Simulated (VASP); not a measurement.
## Ni: single point with LDA

The system is Ni.

```
Ni
1.0
     0.00000    1.67720    1.67720
     1.67720    0.00000    1.67720
     1.67720    1.67720    0.00000
Ni
1
Direct
  0.00000 0.00000 0.00000
```

```
Program                : VASP 6.6.1
Task                   : single point
Functional             : LDA
Potentials or basis    : VASP PAW LDA potentials, release 64 (Ni)
Cutoff                 : 520 eV
k mesh                 : 24 × 24 × 24
Occupations            : gaussian, width 0.15 eV
Spin                   : collinear spin, ferromagnetic start
Starting moments       : [0.125] μB
Fixed moment           : 0.125 μB
Dipole correction      : no
Further INCAR settings : ALGO = Fast; EDIFF = 1e-06; NBANDS = 15
```

```json
{
 "Pressure": "16.9 GPa",
 "Net moment": "0.12 μB per cell",
 "Site moments": "Ni +0.12 μB",
 "Valence electrons inside the program's atomic spheres": "Ni 9.61"
}
```

It took 68 s on 1 thread of AMD EPYC 9R45 96-Core Processor (Zen 5), with other jobs on the host, peak memory 0.16 GiB.

Caveat: the total moment is fixed, so each spin has its own Fermi level.
